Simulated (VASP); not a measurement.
# Ti (P-1) in VASP: single point with PBEsol

Aim: the single point of Ti with PBEsol.

All numbers are computed with VASP 6.6.1; they aren't measurements. Logs are shortened: lines on timing, memory, paths and dates and some standing lists are left out, and cuts for length are marked.

## (1) The cell of the first run

The typed cell holds 2 atoms: a = 2.951 Å, b = 2.988 Å, c = 4.687 Å, α = 90.62°, β = 91.71°, γ = 121.27°.

## (2) Single point, PBEsol (equal xy, yz and zx shear strains of -3 %)

Contents of INCAR:

```
SYSTEM = Ti
  PREC = Accurate
  ENCUT = 520
  EDIFF = 1E-7
  ISMEAR = -1
  SIGMA = 0.08
  LREAL = .FALSE.
  LASPH = .TRUE.
  NELM = 100
  ALGO = Normal
  ISIF = 2
  LWAVE = .FALSE.
  LCHARG = .FALSE.
  GGA = PS
  NBANDS = 19
```

Contents of KPOINTS:

```
Automatic mesh
0
G
  13 13 7
  0 0 0
```

Contents of POSCAR:

```
Ti
1.0
    2.9499978604     -0.0442499679     -0.0442499679
   -1.5133205265      2.5768980722     -0.0161966124
   -0.0702900000     -0.0702900000      4.6860000000
Ti
2
Direct
    0.3333333333      0.6666666667      0.2500000000
    0.6666666667      0.3333333333      0.7500000000
```

Potentials or basis: VASP PAW PBE potentials, release 64 (Ti_sv).

Started as:

```console
cat potpaw_PBE.64/Ti_sv/POTCAR > POTCAR
mpirun -np 1 vasp_std > vasp.out
```

OUTCAR:

```text
SYSTEM = Ti
   PREC = Accurate
   ENCUT = 520
   EDIFF = 1E-7
   ISMEAR = -1
   LREAL = .FALSE.
   LASPH = .TRUE.
   NELM = 100
   ISIF = 2
   GGA = PS

 ion  position               nearest neighbor table
   1  0.333  0.667  0.250-   2 2.83   2 2.86   2 2.90
   2  0.667  0.333  0.750-   1 2.83   1 2.86   1 2.90

  LATTYP: Found a triclinic cell.
 ALAT       =     2.9884452514
 B/A-ratio  =     2.3545969007
 C/A-ratio  =     0.9873567314
 COS(alpha) =     0.0017918142
 COS(beta)  =     0.5191268021
 COS(gamma) =     0.6388804514

  Lattice vectors:

 A1 = (  -1.5133205265,   2.5768980722,  -0.0161966124)
 A2 = (  -0.0063531926,   5.1798361765,  -4.7626431927)
 A3 = (  -2.9499978604,   0.0442499679,   0.0442499679)

Analysis of symmetry for initial positions (statically):
=====================================================================
 Subroutine PRICEL returns:
 Original cell was already a primitive cell.

 Routine SETGRP: Setting up the symmetry group for a
 triclinic supercell.

 Subroutine GETGRP returns: Found  2 space group operations
 (whereof  2 operations were pure point group operations)
 out of a pool of  2 trial point group operations.

The static configuration has the point symmetry S_2 .

Analysis of symmetry for dynamics (positions and initial velocities):
=====================================================================
 Subroutine PRICEL returns:
 Original cell was already a primitive cell.

 Routine SETGRP: Setting up the symmetry group for a
 triclinic supercell.

 Subroutine GETGRP returns: Found  2 space group operations
 (whereof  2 operations were pure point group operations)
 out of a pool of  2 trial point group operations.

The dynamic configuration has the point symmetry S_2 .

 Subroutine INISYM returns: Found  2 space group operations
 (whereof  2 operations are pure point group operations),
 and found     1 'primitive' translations

----------------------------------------------------------------------------------------

                                     Primitive cell

  volume of cell :      35.2923

  direct lattice vectors                    reciprocal lattice vectors
[... 80 lines left out ...]
   ICHARG =      2    charge: 1-file 2-atom 10-const
   ISPIN  =      1    spin polarized calculation?
   LNONCOLLINEAR =      F non collinear calculations
   LSORBIT =      F    spin-orbit coupling
   LASPH  =      T    aspherical Exc in radial PAW
   ENCUT  =  520.0 eV  38.22 Ry    6.18 a.u.   5.49  5.56  8.71*2*pi/ulx,y,z
   NELM   =    100;   NELMIN=  2; NELMDL= -5     # of ELM steps
   EDIFF  = 0.1E-06   stopping-criterion for ELM
   LREAL  =      F    real-space projection
   EDIFFG = 0.1E-05   stopping-criterion for IOM
   NSW    =      0    number of steps for IOM
   IBRION =     -1    ionic relax: 0-MD 1-quasi-New 2-CG
   NFREE  =      0    steps in history (QN), initial steepest desc. (CG)
   ISIF   =      2    stress and relaxation
   ISYM   =      2    0-nonsym 1-usesym 2-fastsym
   POTIM  = 0.5000    time-step for ionic-motion
   TEBEG  =    0.0;   TEEND  =   0.0 temperature during run
   PSTRESS=    0.0 pullay stress
   NELECT =      24.0000    total number of electrons
   NUPDOWN=      -1.0000    fix difference up-down
   EMIN   =  10.00;   EMAX   =-10.00  energy-range for DOS
   EFERMI =   0.00;   METHOD = LEGACY
   ISMEAR =    -1;   SIGMA  =   0.08  broadening in eV -4-tet -1-fermi 0-gaus
   EFERMI_NEDOS =   21; number of points for ismear=-14 and -15
   IALGO  =     38    algorithm
   IMIX   =      4    mixing-type and parameters
     AMIX     =   0.40;   BMIX     =  1.00
     AMIX_MAG =   1.60;   BMIX_MAG =  1.00
  volume/ion in A,a.u.               =      17.65       119.08
  Fermi-wavevector in a.u.,A,eV,Ry     =   1.439633  2.720512 28.198671  2.072544
  Thomas-Fermi vector in A             =   2.558467
   LORBIT       =      0    0 simple, 1 ext, 2 COOP (PROOUT), +10 PAW based schemes
   GGA     = PS    functional components
   LHFCALC =     F    Hartree Fock is set to
   AEXX    =    0.0000 exact exchange contribution
   IVDW    =     0    specifies the selected vdW correction
   LEPSILON=     F    determine dielectric tensor
   LRPA    =     F    only Hartree local field effects (RPA)
 non-spin polarized calculation
  energy-cutoff  :      520.00
  volume of cell :       35.29
 maximum number of plane-waves:       971
 NGX is ok and might be reduce to    24
   NGX = 11   NGY = 11   NGZ = 17

 number of electron      23.9999999 magnetization

 Free energy of the ion-electron system (eV)
  ---------------------------------------------------
  ext. energy  EPLUGINS =         0.00000000
  ---------------------------------------------------
  free energy    TOTEN  =       -16.65012994 eV

  energy without entropy =      -16.59966828  energy(sigma->0) =      -16.62489911

 E-fermi :   8.0193     XC(G=0): -11.5583

 val. band max:        8.0178805502   @ k =   0.4615   0.3077   0.2857
 cond. band min:       8.0210762222   @ k =   0.3077   0.3077   0.4286
 fundamental gap:      0.0031956720
 Fermi energy:         8.0192898006

 k-point     1 :       0.0000    0.0000    0.0000
  band No.  band energies     occupation
      1     -48.6047      2.00000
      2     -48.4737      2.00000
      3     -25.2767      2.00000
      4     -24.6726      2.00000
      5     -24.6436      2.00000
      6     -24.5974      2.00000
[... 505 lines left out ...]
      6     -24.7708      2.00000
[... 11 lines left out ...]
     18      11.2524      0.00000
     19      11.3842      0.00000

 [... further k-points ...]

------------------------ aborting loop because EDIFF is reached ----------------------------------------

  FORCE on cell =-STRESS in cart. coord.  units (eV):
  Direction    XX          YY          ZZ          XY          YZ          ZX
  --------------------------------------------------------------------------------------
  -------------------------------------------------------------------------------------
  Total       -1.2730554     -1.2659898     -1.3853873      0.4058215      0.2680401      0.2704553
  in kB      -57.7933337    -57.4725738    -62.8929018     18.4232162     12.1683101     12.2779523
  external PRESSURE =     -59.3862698 kB  Pullay stress =       0.0000000 kB

 VOLUME and BASIS-vectors are now :
 -----------------------------------------------------------------------------
  energy-cutoff  :      520.00
  volume of cell :       35.29
      direct lattice vectors                 reciprocal lattice vectors
     2.949997860 -0.044249968 -0.044249968     0.342119982  0.200966092  0.008146291
    -1.513320527  2.576898072 -0.016196612     0.005963499  0.391603100  0.005963499
    -0.070290000 -0.070290000  4.686000000     0.003251256  0.003251256  0.213499160

 POSITION                                       TOTAL-FORCE (eV/Angst)
 -----------------------------------------------------------------------------------
     -0.04312      1.68561      1.14595         0.077364      0.002850      0.015459
      1.40951      0.77675      3.47960        -0.077364     -0.002850     -0.015459
 -----------------------------------------------------------------------------------
    total drift:                               -0.000000      0.000000     -0.000000

  FREE ENERGIE OF THE ION-ELECTRON SYSTEM (eV)
  ---------------------------------------------------
  free  energy   TOTEN  =       -16.6501299372 eV

  energy  without entropy=      -16.5996682828  energy(sigma->0) =      -16.62489911
```

Wall time 5 min (1 thread of Intel Xeon Platinum 8375C at 2.90GHz (Ice Lake), shared host); peak memory 0.41 GiB.

What came out:

```yaml
Free_energy: -16.6501 eV
Pressure: -5.9 GPa
Largest_force: 0.079 eV/Å
Band_gap_on_the_k_mesh: zero (band 12 reaches 8.77 eV, above the bottom of band 13 at 7.66 eV)
```

Forces on the atoms (eV/Å):
```
Ti   0.077  0.003  0.015
Ti  -0.077 -0.003 -0.015
```

Levels at points of the mesh, in eV from the Fermi level:
```tsv
k point	band 9	band 10	band 11	band 12	band 13	band 14	band 15	band 16
(0.00, 0.00, 0.00)	-6.15	-2.63	0.61	0.75	0.86	0.98	1.12	1.42
```

Caveat: the cell differs from its parent crystal (equal xy, yz and zx shear strains of -3 %); the PAW data sets were made with another functional, which shifts forces and pressure a little.
